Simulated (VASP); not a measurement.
# Si8NO14 (a cell with a defect) in VASP: further runs, part 3 of 3

VASP 6.6.1. Earlier steps stand in the parts before.

## (5) Single point, LDA, collinear spin, zero start

Contents of INCAR:

```
ALGO = Normal
EDIFF = 1E-6
ENCUT = 520
GGA_COMPAT = F
ISIF = 2
ISMEAR = 0
ISPIN = 2
LASPH = T
LCHARG = F
LORBIT = 11
LREAL = F
LWAVE = F
MAGMOM = 0 0 0 0 0 0 0 0 0 0 0 0 0 0 0 0 0 0 0 0 0 0 0
NBANDS = 82
NELM = 200
PREC = Accurate
SIGMA = 0.05
```

Contents of KPOINTS:

```
k-points
0
Gamma
  1 1 1
```

Contents of POSCAR:

```
Si8NO14
1.0
   -4.1693000000     -4.1693000000      0.0000000000
    4.1693000000     -4.1693000000      0.0000000000
    0.0000000000      0.0000000000      5.3304000000
Si O N
8 14 1
Direct
    0.4998825942      0.5019654378      0.0019077368
   -0.0001170460      0.5000935409      0.2503843989
    0.4998822344      0.5019638788      0.4988606859
   -0.0001182453      0.4861151752      0.7503843989
   -0.0001168062     -0.0001978749      0.0226074966
    0.4998819946      0.0003259540      0.2503842113
   -0.0001184851     -0.0001921186      0.4781599880
    0.4998825942      0.0025295613      0.7503840237
    0.1933166239      0.5008946346      0.0018936665
   -0.0001192047      0.1995685127      0.2503817725
    0.8064476051      0.5008965534      0.0018942293
   -0.0001166863      0.8013948385      0.2503872130
    0.1933166239      0.5008910369      0.4988749437
    0.8064476051      0.5008931955      0.4988743809
    0.6905115967     -0.0019689156      0.0094263095
    0.4998804356      0.6921117454      0.2503851493
    0.3092525124     -0.0019671168      0.0094259343
    0.4998825942      0.3091052455      0.2503832733
    0.6905117166     -0.0019654378      0.4913419256
    0.4998816348      0.6956981987      0.7503832733
    0.3092527523     -0.0019637589      0.4913424884
    0.4998831938      0.3083829420      0.7503849617
   -0.0001186050      1.0960282302      0.7503851493
```

Potentials or basis: VASP PAW LDA potentials, release 64 (Si, O, N).

Command:

```
cat potpaw_LDA.64/Si/POTCAR potpaw_LDA.64/O/POTCAR potpaw_LDA.64/N/POTCAR > POTCAR
mpirun -np 1 vasp_gam > vasp.out
```

OUTCAR:

```text
EDIFF = 1E-6
   ENCUT = 520
   ISIF = 2
   ISMEAR = 0
   ISPIN = 2
   LASPH = T
   LORBIT = 11
   LREAL = F
   NELM = 200
   PREC = Accurate

 ion  position               nearest neighbor table
   1  0.500  0.502  0.002-  16 1.74  18 1.75  22 1.76  20 1.76  11 1.81   9 1.81   3 2.65   3 2.68

   2  1.000  0.500  0.250-  13 1.75   9 1.75  14 1.75  11 1.75  10 1.77  12 1.78   4 2.67   4 2.67

   3  0.500  0.502  0.499-  16 1.74  18 1.75  22 1.76  20 1.76  14 1.81  13 1.81   1 2.65   1 2.68
[... 9 lines left out ...]
  10  1.000  0.200  0.250-   7 1.69   5 1.69   2 1.77
  11  0.806  0.501  0.002-   2 1.75   4 1.76   1 1.81
  12  1.000  0.801  0.250-   7 1.69   5 1.69   2 1.78
  13  0.193  0.501  0.499-   2 1.75   4 1.76   3 1.81
  14  0.806  0.501  0.499-   2 1.75   4 1.76   3 1.81
  15  0.691  0.998  0.009-   6 1.71   8 1.78   5 1.83
  16  0.500  0.692  0.250-   3 1.74   1 1.74   6 1.82
  17  0.309  0.998  0.009-   6 1.71   8 1.78   5 1.83
  18  0.500  0.309  0.250-   1 1.75   3 1.75   6 1.82
  19  0.691  0.998  0.491-   6 1.71   8 1.78   7 1.83
  20  0.500  0.696  0.750-   3 1.76   1 1.76   8 1.81
  21  0.309  0.998  0.491-   6 1.71   8 1.78   7 1.83
  22  0.500  0.308  0.750-   1 1.76   3 1.76   8 1.80
  23  1.000  0.096  0.750-   5 1.56   7 1.56   4 2.30

  LATTYP: Found a simple tetragonal cell.
 ALAT       =     5.8962806056
 C/A-ratio  =     0.9040275313

  Lattice vectors:

 A1 = (  -4.1693000000,  -4.1693000000,   0.0000000000)
 A2 = (   4.1693000000,  -4.1693000000,   0.0000000000)
 A3 = (   0.0000000000,   0.0000000000,   5.3304000000)

Analysis of symmetry for initial positions (statically):
=====================================================================
 Subroutine PRICEL returns:
 Original cell was already a primitive cell.

 Routine SETGRP: Setting up the symmetry group for a
 simple tetragonal supercell.

 Subroutine GETGRP returns: Found  4 space group operations
 (whereof  1 operations were pure point group operations)
 out of a pool of 16 trial point group operations.

The static configuration has the point symmetry C_1 .
 The point group associated with its full space group is C_2v.

Analysis of symmetry for dynamics (positions and initial velocities):
=====================================================================
 Subroutine PRICEL returns:
 Original cell was already a primitive cell.

 Routine SETGRP: Setting up the symmetry group for a
 simple tetragonal supercell.

 Subroutine GETGRP returns: Found  4 space group operations
 (whereof  1 operations were pure point group operations)
 out of a pool of 16 trial point group operations.

The dynamic configuration has the point symmetry C_1 .
 The point group associated with its full space group is C_2v.

Analysis of structural, dynamic, and magnetic symmetry:
=====================================================================
 Subroutine PRICEL returns:
 Original cell was already a primitive cell.

 Routine SETGRP: Setting up the symmetry group for a
 simple tetragonal supercell.

 Subroutine GETGRP returns: Found  4 space group operations
 (whereof  1 operations were pure point group operations)
 out of a pool of 16 trial point group operations.

The overall configuration has the point symmetry C_1 .
[... 127 lines left out ...]
   TEBEG  =    0.0;   TEEND  =   0.0 temperature during run
   PSTRESS=    0.0 pullay stress
   NELECT =     121.0000    total number of electrons
   NUPDOWN=      -1.0000    fix difference up-down
   EMIN   =  10.00;   EMAX   =-10.00  energy-range for DOS
   EFERMI =   0.00;   METHOD = LEGACY
   ISMEAR =     0;   SIGMA  =   0.05  broadening in eV -4-tet -1-fermi 0-gaus
   EFERMI_NEDOS =   21; number of points for ismear=-14 and -15
   IALGO  =     38    algorithm
   IMIX   =      4    mixing-type and parameters
     AMIX     =   0.40;   BMIX     =  1.00
     AMIX_MAG =   1.60;   BMIX_MAG =  1.00
  volume/ion in A,a.u.               =       8.06        54.37
  Fermi-wavevector in a.u.,A,eV,Ry     =   1.420249  2.683882 27.444422  2.017108
  Thomas-Fermi vector in A             =   2.541184
   LORBIT       =     11    0 simple, 1 ext, 2 COOP (PROOUT), +10 PAW based schemes
   GGA     = CA    functional components
   LHFCALC =     F    Hartree Fock is set to
   AEXX    =    0.0000 exact exchange contribution
   IVDW    =     0    specifies the selected vdW correction
   LEPSILON=     F    determine dielectric tensor
   LRPA    =     F    only Hartree local field effects (RPA)
 spin polarized calculation
 Gauss-broadening in eV      SIGMA  =   0.05
  energy-cutoff  :      520.00
  volume of cell :      185.32
 maximum number of plane-waves:      2500
 NGX is ok and might be reduce to    42

 number of electron     120.9999958 magnetization       1.0001921

 Free energy of the ion-electron system (eV)
  ---------------------------------------------------
  ext. energy  EPLUGINS =         0.00000000
  ---------------------------------------------------
  free energy    TOTEN  =      -190.35306363 eV

  energy without entropy =     -190.35306363  energy(sigma->0) =     -190.35306363

 E-fermi :  10.2405     XC(G=0): -12.4986

 val. band max:        9.9988313444   @ k =   0.0000   0.0000   0.0000
 cond. band min:      10.7166113127   @ k =   0.0000   0.0000   0.0000
 fundamental gap:      0.7177799683
 Fermi energy:        10.2404831971

 spin component 1

 k-point     1 :       0.0000    0.0000    0.0000
  band No.  band energies     occupation
      1     -14.6855      1.00000
      2     -13.2864      1.00000
      3     -12.8088      1.00000
      4     -11.9373      1.00000
      5     -11.9362      1.00000
      6     -11.6331      1.00000
[... 64 lines left out ...]
     71      16.9787      0.00000
     72      17.1124      0.00000
 Fermi energy:        10.2404831971

 spin component 2

 k-point     1 :       0.0000    0.0000    0.0000
  band No.  band energies     occupation
      1     -14.6558      1.00000
      2     -13.2722      1.00000
      3     -12.7648      1.00000
      4     -11.9232      1.00000
      5     -11.8637      1.00000
      6     -11.6259      1.00000
[... 64 lines left out ...]
     71      17.0135      0.00000
     72      17.2618      0.00000
 [bands above 72 left out]

------------------------ aborting loop because EDIFF is reached ----------------------------------------

  FORCE on cell =-STRESS in cart. coord.  units (eV):
  Direction    XX          YY          ZZ          XY          YZ          ZX
  --------------------------------------------------------------------------------------
  -------------------------------------------------------------------------------------
  Total        2.6880462      2.6880462     31.3297018      0.9695594      0.0000000      0.0000000
  in kB       23.2397376     23.2397376    270.8636690      8.3824101      0.0000000      0.0000000
  external PRESSURE =     105.7810481 kB  Pullay stress =       0.0000000 kB

 VOLUME and BASIS-vectors are now :
 -----------------------------------------------------------------------------
  energy-cutoff  :      520.00
  volume of cell :      185.32
      direct lattice vectors                 reciprocal lattice vectors
    -4.169300000 -4.169300000  0.000000000    -0.119924208 -0.119924208  0.000000000
     4.169300000 -4.169300000  0.000000000     0.119924208 -0.119924208  0.000000000
     0.000000000  0.000000000  5.330400000     0.000000000  0.000000000  0.187603182

 POSITION                                       TOTAL-FORCE (eV/Angst)
 -----------------------------------------------------------------------------------
      0.00868     -4.17700      0.01017        -0.079072      0.079072     -0.063216
     -2.08377     -6.25385      1.33465        -0.187278      0.187278      0.000000
      0.00868     -4.17700      2.65913        -0.079072      0.079072      0.063216
     -2.14205     -6.19557      3.99985        -0.607871      0.607871      0.000000
     -0.00034     -8.33729      0.12051        -0.120941      0.120941     -0.526683
     -2.08280     -2.08552      1.33465        -0.133999      0.133999      0.000000
[... 15 lines left out ...]
     -0.79842     -3.36990      3.99985        -0.095061      0.095061      0.000000
     -3.76844     -4.56918      3.99985         3.533621     -3.533621      0.000000
 -----------------------------------------------------------------------------------
    total drift:                                0.043378      0.044533      0.073037

  FREE ENERGIE OF THE ION-ELECTRON SYSTEM (eV)
  ---------------------------------------------------
  free  energy   TOTEN  =      -190.3530636302 eV

  energy  without entropy=     -190.3530636302  energy(sigma->0) =     -190.35306363

 total charge

# of ion       s       p       d       tot
------------------------------------------
    1        0.560   0.942   0.000   1.502
    2        0.564   0.950   0.000   1.514
    3        0.560   0.942   0.000   1.502
    4        0.663   0.783   0.000   1.447
    5        0.639   1.044   0.000   1.683
    6        0.583   1.012   0.000   1.595
[... 15 lines left out ...]
   22        1.529   3.689   0.000   5.219
   23        1.237   2.805   0.000   4.042
--------------------------------------------------
tot         27.519  62.150   0.000  89.669

 magnetization (x)

# of ion       s       p       d       tot
------------------------------------------
    1        0.002   0.000   0.000   0.002
    2        0.001  -0.001   0.000   0.001
    3        0.002   0.000   0.000   0.002
    4        0.114   0.020   0.000   0.133
    5        0.006   0.013   0.000   0.019
    6        0.003   0.000   0.000   0.003
[... 15 lines left out ...]
   22        0.002  -0.000   0.000   0.001
   23        0.018   0.014   0.000   0.032
--------------------------------------------------
tot          0.230   0.190   0.000   0.420
```

Run time: 88 s. Hardware: 1 thread of Intel Xeon 8259CL, shared host; peak memory 0.25 GiB.

Results:

```yaml
Free_energy: -190.3531 eV
Pressure: 10.6 GPa
Largest_force: 4.997 eV/Å
Band_gap_on_the_k_mesh: 0.72 eV
Net_moment: 1.00 μB per cell
Site_moments: Si +0.00, +0.13, +0.02; O +0.04, +0.01, +0.00, -0.00; N +0.03 μB
Valence_electrons_inside_the_program's_atomic_spheres: Si 1.50, 1.51, 1.45, 1.68, 1.59, 1.44; O 5.22, 5.28, 5.26, 5.23, 5.24; N 4.04
```

Forces on the atoms (eV/Å):
```
Si  -0.079  0.079 -0.063
Si  -0.187  0.187  0.000
Si  -0.079  0.079  0.063
Si  -0.608  0.608  0.000
Si  -0.121  0.121 -0.527
Si  -0.134  0.134  0.000
Si  -0.121  0.121  0.527
Si  -0.054  0.054  0.000
O   -0.150  0.120 -0.095
O   -0.169  0.169  0.000
O   -0.120  0.150 -0.095
O   -0.097  0.097  0.000
O   -0.150  0.120  0.095
O   -0.120  0.150  0.095
O   -0.305  0.165 -0.145
O   -0.090  0.090  0.000
O   -0.165  0.305 -0.145
O   -0.174  0.174  0.000
O   -0.305  0.165  0.145
O   -0.047  0.047  0.000
O   -0.165  0.305  0.145
O   -0.095  0.095  0.000
N    3.534 -3.534  0.000
```

Stress tensor (GPa, compression positive):
```
 2.32  0.84  0.00
 0.84  2.32  0.00
 0.00  0.00 27.09
```

Levels at points of the mesh, in eV from the valence-band top:
Spin up:
```
           k point  band 58  band 59  band 60  band 61  band 62  band 63  band 64  band 65
(0.00, 0.00, 0.00)    -3.43    -2.64    -0.89     0.00     3.65     3.98     4.12     4.51
```
Spin down:
```
           k point  band 56  band 57  band 58  band 59  band 60  band 61  band 62  band 63  band 64  band 65
(0.00, 0.00, 0.00)    -3.64    -3.60    -3.40    -2.62    -0.85     0.72     3.74     4.18     4.46     4.78
```

Caveat: the k points lie up to 1.18 Å⁻¹ apart.

## (6) Overview

```csv
spin,k mesh,gap on the mesh (eV),pressure (GPa),moment (μB),largest force (eV/Å)
"collinear, zero start",2 × 2 × 2,none,2.2,0.00,0.05
"collinear, ferromagnetic start",2 × 2 × 2,none,2.2,0.00,0.05
"collinear, zero start",1 × 1 × 1,0.72,10.6,1.00,5.00
```

Some of these runs hold the atoms at other places in the same cell, which the table doesn't show; runs alike in all that it shows share one row.

Alike in all rows: task single point; level LDA; potentials or basis VASP PAW LDA potentials, release 64 (Si, O, N); cell as given; cutoff (eV) 520; smearing gaussian 0.05 eV.

Caveats: all runs use coarse meshes.

Total energies depend on the potentials used, so only differences within one code and one set of settings carry meaning.
